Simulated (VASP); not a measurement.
## CuO: single point with PBE

CuO:

```xyz
4
Lattice="3.2660 0.0000 0.0000 -1.6330 2.8284 0.0000 0.0000 0.0000 5.3489" Properties=species:S:1:pos:R:3 pbc="T T T"
Cu    1.6330    0.9428    0.0000
Cu    0.0000    1.8856    2.6744
O     1.6330    0.9428    3.3441
O     0.0000    1.8856    0.6697
```

- Program: VASP 6.6.1
- Task: single point
- Functional: PBE
- Potentials or basis: VASP PAW PBE potentials, release 64 (Cu, O)
- Cutoff: 520 eV
- k mesh: 9 × 9 × 5
- Occupations: fermi-dirac, width 0.05 eV
- Spin: no spin polarisation
- Dipole correction: no
- Further INCAR settings: ALGO = Normal; EDIFF = 1e-06; NBANDS = 25

```yaml
Pressure: -6.7 GPa
Largest_force: 0.081 eV/Å
Band_gap_on_the_k_mesh: zero (bands 17 and 18 overlap by 1.36 eV)
```

Forces on the atoms (eV/Å):
```
Cu   0.000  0.000 -0.081
Cu   0.000  0.000 -0.081
O    0.000  0.000  0.081
O    0.000  0.000  0.081
```

Stress tensor (GPa, compression positive):
```
-7.25  0.00  0.00
 0.00 -7.25  0.00
 0.00  0.00 -5.75
```

Levels at points of the mesh, in eV from the Fermi level:
| k point | band 14 | band 15 | band 16 | band 17 | band 18 | band 19 | band 20 | band 21 |
| --- | --- | --- | --- | --- | --- | --- | --- | --- |
| (0.00, 0.00, 0.00) | 0.02 | 0.02 | 0.65 | 0.76 | 0.76 | 1.00 | 5.76 | 7.81 |

Wall time 67 s on 1 thread of Intel Xeon 8259CL, on a shared host, peak memory 0.18 GiB.

Caveat: the cell stands under tension; semilocal functionals often make such compounds metallic where correlation or magnetic order opens a gap, which also shifts bond lengths. With open d or f shells a metallic result of PBE can be an artefact of self-interaction; +U or a hybrid may open a gap.
